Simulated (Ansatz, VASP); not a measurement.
**Ni: VASP beside Ansatz**

INCAR

```
SYSTEM = Ni
PREC = Accurate ; ENCUT = 520
EDIFF = 1E-7 ; ISMEAR = -1
SIGMA = 0.05 ; LREAL = .FALSE.
LASPH = .TRUE. ; NELM = 150
ALGO = Normal ; ISIF = 2
LWAVE = .FALSE. ; LCHARG = .TRUE.
ISPIN = 2 ; MAGMOM = 1
LORBIT = 11 ; LMAXMIX = 4
LDIPOL = .TRUE. ; IDIPOL = 3
DIPOL = 0.5 0.5 0.294 ; LELF = .TRUE.
LVHAR = .TRUE. ; LVACPOTAV = .TRUE.
NBANDS = 15
```

The input KPOINTS:

```
Automatic mesh
0
G
  12 12 1
  0 0 0
```

File POSCAR:

```
Ni
1.0
    2.2591100000      0.0000000000      0.0000000000
    0.0000000000      2.2591100000      0.0000000000
    0.0000000000      0.0000000000     23.8000000000
Ni
1
Direct
    0.5000000000      0.5000000000      0.2941200000
```

input.yaml

```yaml
crystal:
  lattice:
    - [2.25911, 0.0, 0.0]
    - [0.0, 2.25911, 0.0]
    - [0.0, 0.0, 23.8]
  atoms:
    - { symbol: Ni, position: [0.5, 0.5, 0.29412], spin: 1.0 }
  periodic: [true, true, false]
kpoints:
  mp_grid: { grid: [12, 12, 1] }
scf:
  occupations: { method: fermi_dirac, width: 0.05 }
hamiltonian:
  xc: lda
  pseudopotentials: { kind: all_electron, lapw: { basis_error: 0.002 } }
magnetization:
  spin_polarized: true
output:
  forces: true
  stress: true
  eigenvalues: true
```

Alike in both runs: functional LDA; k mesh 12 × 12 × 1; occupations fermi-dirac, width 0.05 eV; collinear spin.

```csv
,VASP,Ansatz
version,VASP 6.6.1,Ansatz 0.2.0
potentials or method,"VASP PAW LDA potentials, release 64 (Ni), cutoff 520 eV","all-electron LAPW, scalar-relativistic"
task,single point,work function
```

Ansatz gave:

| Item | Value |
| --- | --- |
| gap on the k mesh at the Fermi level (eV) | none |
| net moment per atom (μB) | 0.85 |
| size of the moment on the site where the two differ most (μB) | 0.87 |

Question: What did VASP give for the same quantities?

Answer: gap on the k mesh at the Fermi level (eV): none; net moment per atom (μB): 0.80; size of the moment on the site where the two differ most (μB): 0.81.

LDA's correlation is that of Perdew and Zunger in VASP and of Perdew and Wang (1992) in Ansatz. Site moments also hang on the region over which each program counts them. A gap of «none» marks a metal or a gap that the smearing closes. Ansatz ran all-electron here, and VASP with PAW potentials.
